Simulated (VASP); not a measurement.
# CoC (P4/mmm) in VASP: single point with PBE

Aim: the single point of CoC with PBE.

All numbers are computed with VASP 6.6.1; they aren't measurements. Logs are shortened: lines on timing, memory, paths and dates and some standing lists are left out, and cuts for length are marked.

## 1. The cell of the first run

It takes space group P4/mmm (No. 123, tetragonal). Conventional cell: a = 2.475 Å, b = 2.475 Å, c = 2.508 Å, α = 90.00°, β = 90.00°, γ = 90.00°. Within 2.8 Å of Co (site symmetry 4/mmm) lie 8 C at 2.15 Å and 6 Co at 2.47 to 2.51 Å. Within 2.8 Å of C (site symmetry 4/mmm) lie 8 Co at 2.15 Å and 6 C at 2.47 to 2.51 Å.

## 2. Single point, PBE

The input, INCAR:

```
ALGO = Normal
EDIFF = 1E-7
ENCUT = 520
GGA = PE
ISIF = 2
ISMEAR = 0
LASPH = True
LCHARG = False
LREAL = False
LWAVE = False
NBANDS = 14
NELM = 60
PREC = Accurate
SIGMA = 0.1
```

The input, KPOINTS:

```
k-points
0
Gamma
  8 8 6
```

The input, POSCAR:

```
CoC
1.0
    2.4747527776      0.0000000000      0.0000000000
    0.0000000000      2.4747527776      0.0000000000
    0.0000000000      0.0000000000      2.5082324339
Co C
1 1
Direct
    0.5000000000      0.5000000000      0.5000000000
    0.0000000000      0.0000000000      0.0000000000
```

Potentials or basis: VASP PAW PBE potentials, release 64 (Co, C).

The run is started by

```
> cat potpaw_PBE.64/Co/POTCAR potpaw_PBE.64/C/POTCAR > POTCAR
> mpirun -np 1 vasp_std > vasp.out
```

OUTCAR:

```text
EDIFF = 1E-7
   ENCUT = 520
   GGA = PE
   ISIF = 2
   ISMEAR = 0
   LASPH = True
   LREAL = False
   NELM = 60
   PREC = Accurate

 ion  position               nearest neighbor table
   1  0.500  0.500  0.500-   2 2.15   2 2.15   2 2.15   2 2.15   2 2.15   2 2.15   2 2.15   2 2.15

   2  0.000  0.000  0.000-   1 2.15   1 2.15   1 2.15   1 2.15   1 2.15   1 2.15   1 2.15   1 2.15

  LATTYP: Found a simple tetragonal cell.
 ALAT       =     2.4747527776
 C/A-ratio  =     1.0135284852

  Lattice vectors:

 A1 = (   2.4747527776,   0.0000000000,   0.0000000000)
 A2 = (   0.0000000000,   2.4747527776,   0.0000000000)
 A3 = (   0.0000000000,   0.0000000000,   2.5082324339)

Analysis of symmetry for initial positions (statically):
=====================================================================
 Subroutine PRICEL returns:
 Original cell was already a primitive cell.

 Routine SETGRP: Setting up the symmetry group for a
 simple tetragonal supercell.

 Subroutine GETGRP returns: Found 16 space group operations
 (whereof 16 operations were pure point group operations)
 out of a pool of 16 trial point group operations.

The static configuration has the point symmetry D_4h.

Analysis of symmetry for dynamics (positions and initial velocities):
=====================================================================
 Subroutine PRICEL returns:
 Original cell was already a primitive cell.

 Routine SETGRP: Setting up the symmetry group for a
 simple tetragonal supercell.

 Subroutine GETGRP returns: Found 16 space group operations
 (whereof 16 operations were pure point group operations)
 out of a pool of 16 trial point group operations.

The dynamic configuration has the point symmetry D_4h.

 Subroutine INISYM returns: Found 16 space group operations
 (whereof 16 operations are pure point group operations),
 and found     1 'primitive' translations

----------------------------------------------------------------------------------------

                                     Primitive cell

  volume of cell :      15.3614

  direct lattice vectors                    reciprocal lattice vectors
     2.474752778  0.000000000  0.000000000     0.404080767  0.000000000  0.000000000
     0.000000000  2.474752778  0.000000000     0.000000000  0.404080767  0.000000000
     0.000000000  0.000000000  2.508232434     0.000000000  0.000000000  0.398687134

  length of vectors
     2.474752778  2.474752778  2.508232434     0.404080767  0.404080767  0.398687134

  position of ions in fractional coordinates (direct lattice)
     0.500000000  0.500000000  0.500000000
     0.000000000  0.000000000  0.000000000

  ion indices of the primitive-cell ions
   primitive index   ion index
                 1           1
                 2           2

----------------------------------------------------------------------------------------

 KPOINTS: k-points

Automatic generation of k-mesh.
 Grid dimensions read from file:
 generate k-points for:    8    8    6

 Generating k-lattice:

  Cartesian coordinates                     Fractional coordinates (reciprocal lattice)
     0.050510096  0.000000000  0.000000000     0.125000000  0.000000000  0.000000000
     0.000000000  0.050510096  0.000000000     0.000000000  0.125000000  0.000000000
     0.000000000  0.000000000  0.066447856     0.000000000  0.000000000  0.166666667

  Length of vectors
     0.050510096  0.050510096  0.066447856

  Shift w.r.t. Gamma in fractional coordinates (k-lattice)
     0.000000000  0.000000000  0.000000000

 Subroutine IBZKPT returns following result:
 ===========================================

 Found     60 irreducible k-points:

 Following reciprocal coordinates:
            Coordinates               Weight
  0.000000  0.000000  0.000000      1.000000
  0.125000  0.000000  0.000000      4.000000
  0.250000  0.000000  0.000000      4.000000
  0.375000  0.000000  0.000000      4.000000
  0.500000  0.000000  0.000000      2.000000
  0.125000  0.125000  0.000000      4.000000
[... 16 lines left out ...]
  0.375000  0.125000  0.166667     16.000000
  0.500000  0.125000  0.166667      8.000000
 [... further k-points ...]
   k-points           NKPTS =     60   k-points in BZ     NKDIM =     60   number of bands    NBANDS=     14
   number of dos      NEDOS =    301   number of ions     NIONS =      2
   total plane-waves  NPLWV =   6480
   dimension x,y,z NGX =    18 NGY =   18 NGZ =   20
   dimension x,y,z NGXF=    36 NGYF=   36 NGZF=   40
   ions per type =               1   1
   NGX,Y,Z   is equivalent  to a cutoff of  12.09, 12.09, 13.26 a.u.
   NGXF,Y,Z  is equivalent  to a cutoff of  24.18, 24.18, 26.51 a.u.
 SYSTEM =  unknown system
   PREC   = accura    normal or accurate (medium, high low for compatibility)
   ISTART =      0    job   : 0-new  1-cont  2-samecut
   ICHARG =      2    charge: 1-file 2-atom 10-const
   ISPIN  =      1    spin polarized calculation?
   LNONCOLLINEAR =      F non collinear calculations
   LSORBIT =      F    spin-orbit coupling
   LASPH  =      T    aspherical Exc in radial PAW
   ENCUT  =  520.0 eV  38.22 Ry    6.18 a.u.   4.60  4.60  4.66*2*pi/ulx,y,z
   NELM   =     60;   NELMIN=  2; NELMDL= -5     # of ELM steps
   EDIFF  = 0.1E-06   stopping-criterion for ELM
   LREAL  =      F    real-space projection
   EDIFFG = 0.1E-05   stopping-criterion for IOM
   NSW    =      0    number of steps for IOM
   IBRION =     -1    ionic relax: 0-MD 1-quasi-New 2-CG
   NFREE  =      0    steps in history (QN), initial steepest desc. (CG)
   ISIF   =      2    stress and relaxation
   ISYM   =      2    0-nonsym 1-usesym 2-fastsym
   POTIM  = 0.5000    time-step for ionic-motion
   TEBEG  =    0.0;   TEEND  =   0.0 temperature during run
   PSTRESS=    0.0 pullay stress
   NELECT =      13.0000    total number of electrons
   NUPDOWN=      -1.0000    fix difference up-down
   EMIN   =  10.00;   EMAX   =-10.00  energy-range for DOS
   EFERMI =   0.00;   METHOD = LEGACY
   ISMEAR =     0;   SIGMA  =   0.10  broadening in eV -4-tet -1-fermi 0-gaus
   EFERMI_NEDOS =   21; number of points for ismear=-14 and -15
   IALGO  =     38    algorithm
   IMIX   =      4    mixing-type and parameters
     AMIX     =   0.40;   BMIX     =  1.00
     AMIX_MAG =   1.60;   BMIX_MAG =  1.00
  volume/ion in A,a.u.               =       7.68        51.83
  Fermi-wavevector in a.u.,A,eV,Ry     =   1.548503  2.926247 32.624901  2.397863
  Thomas-Fermi vector in A             =   2.653444
   LORBIT       =      0    0 simple, 1 ext, 2 COOP (PROOUT), +10 PAW based schemes
   GGA     = PE    functional components
   LHFCALC =     F    Hartree Fock is set to
   AEXX    =    0.0000 exact exchange contribution
   IVDW    =     0    specifies the selected vdW correction
   LEPSILON=     F    determine dielectric tensor
   LRPA    =     F    only Hartree local field effects (RPA)
 non-spin polarized calculation
 Gauss-broadening in eV      SIGMA  =   0.10
  energy-cutoff  :      520.00
  volume of cell :       15.36
 maximum number of plane-waves:       437
   NGX =  9   NGY =  9   NGZ =  9

 number of electron      13.0000008 magnetization

 Free energy of the ion-electron system (eV)
  ---------------------------------------------------
  ext. energy  EPLUGINS =         0.00000000
  ---------------------------------------------------
  free energy    TOTEN  =       -13.79835396 eV

  energy without entropy =      -13.78402213  energy(sigma->0) =      -13.79118805

 E-fermi :  11.8035     XC(G=0): -14.0241

 val. band max:       11.7938320780   @ k =   0.1250   0.0000   0.5000
 cond. band min:      11.8162425354   @ k =   0.2500   0.2500   0.0000
 fundamental gap:      0.0224104574
 Fermi energy:        11.8035047982

 k-point     1 :       0.0000    0.0000    0.0000
  band No.  band energies     occupation
      1      -4.4654      2.00000
      2       7.6785      2.00000
      3       7.7062      2.00000
      4      10.7728      2.00000
      5      10.7728      2.00000
      6      10.8166      2.00000
      7      12.3382      0.00000
      8      12.6755      0.00000
      9      12.6755      0.00000
     10      22.5613      0.00000
     11      27.0274      0.00000
     12      27.2424      0.00000
     13      37.1696      0.00000
     14      37.5155      0.00000

 k-point     2 :       0.1250    0.0000    0.0000
  band No.  band energies     occupation
      1      -4.1329      2.00000
      2       7.4378      2.00000
      3       7.7858      2.00000
      4      10.0825      2.00000
      5      10.2079      2.00000
      6      10.7926      2.00000
      7      11.9577      0.02923
      8      13.1995      0.00000
      9      13.4458      0.00000
     10      22.9974      0.00000
     11      27.0349      0.00000
     12      27.9386      0.00000
     13      35.8191      0.00000
     14      36.2675      0.00000

 k-point     3 :       0.2500    0.0000    0.0000
  band No.  band energies     occupation
      1      -3.1713      2.00000
      2       6.0999      2.00000
      3       7.9994      2.00000
      4       9.1839      2.00000
      5       9.3534      2.00000
      6      10.8406      2.00000
      7      11.3845      2.00000
      8      14.5746      0.00000
      9      14.7489      0.00000
     10      23.6419      0.00000
     11      26.9268      0.00000
     12      28.6647      0.00000
     13      32.9658      0.00000
     14      33.5097      0.00000
[... 324 lines left out ...]
 k-point    23 :       0.3750    0.1250    0.1667
  band No.  band energies     occupation
      1      -1.1024      2.00000
      2       4.5476      2.00000
      3       7.5395      2.00000
      4       8.8141      2.00000
      5       9.1111      2.00000
      6      10.3499      2.00000
      7      11.9079      0.13970
      8      14.0090      0.00000
      9      15.3170      0.00000
     10      23.6186      0.00000
     11      26.7398      0.00000
     12      27.5910      0.00000
     13      29.8279      0.00000
     14      33.7173      0.00000

 k-point    24 :       0.5000    0.1250    0.1667
  band No.  band energies     occupation
      1      -0.2237      2.00000
      2       3.3647      2.00000
      3       7.5306      2.00000
      4       8.7221      2.00000
      5       9.1842      2.00000
      6      10.4306      2.00000
      7      11.9410      0.05179
      8      14.1961      0.00000
      9      15.7665      0.00000
     10      23.3136      0.00000
     11      26.1625      0.00000
     12      26.7966      0.00000
     13      29.7336      0.00000
     14      34.0251      0.00000

 [... further k-points ...]

------------------------ aborting loop because EDIFF is reached ----------------------------------------

  FORCE on cell =-STRESS in cart. coord.  units (eV):
  Direction    XX          YY          ZZ          XY          YZ          ZX
  --------------------------------------------------------------------------------------
  -------------------------------------------------------------------------------------
  Total       -0.0174910     -0.0174910     -0.0127435      0.0000000      0.0000000     -0.0000000
  in kB       -1.8242878     -1.8242878     -1.3291361      0.0000000      0.0000000     -0.0000000
  external PRESSURE =      -1.6592372 kB  Pullay stress =       0.0000000 kB

 VOLUME and BASIS-vectors are now :
 -----------------------------------------------------------------------------
  energy-cutoff  :      520.00
  volume of cell :       15.36
      direct lattice vectors                 reciprocal lattice vectors
     2.474752778  0.000000000  0.000000000     0.404080767  0.000000000  0.000000000
     0.000000000  2.474752778  0.000000000     0.000000000  0.404080767  0.000000000
     0.000000000  0.000000000  2.508232434     0.000000000  0.000000000  0.398687134

 POSITION                                       TOTAL-FORCE (eV/Angst)
 -----------------------------------------------------------------------------------
      1.23738      1.23738      1.25412         0.000000      0.000000      0.000000
      0.00000      0.00000      0.00000         0.000000      0.000000      0.000000
 -----------------------------------------------------------------------------------
    total drift:                                0.000000     -0.000000     -0.000000

  FREE ENERGIE OF THE ION-ELECTRON SYSTEM (eV)
  ---------------------------------------------------
  free  energy   TOTEN  =       -13.7983539629 eV

  energy  without entropy=      -13.7840221280  energy(sigma->0) =      -13.79118805
```

It took 10 s on 1 thread of Intel Xeon 6975P-C (Granite Rapids), shared host; peak memory 0.12 GiB.

Results:

* Free energy: -13.7984 eV
* Pressure: -0.2 GPa

Caveat: the k points lie up to 0.42 Å⁻¹ apart. Spin polarisation is off, so any magnetic state and its effect on volume and gap are missing.
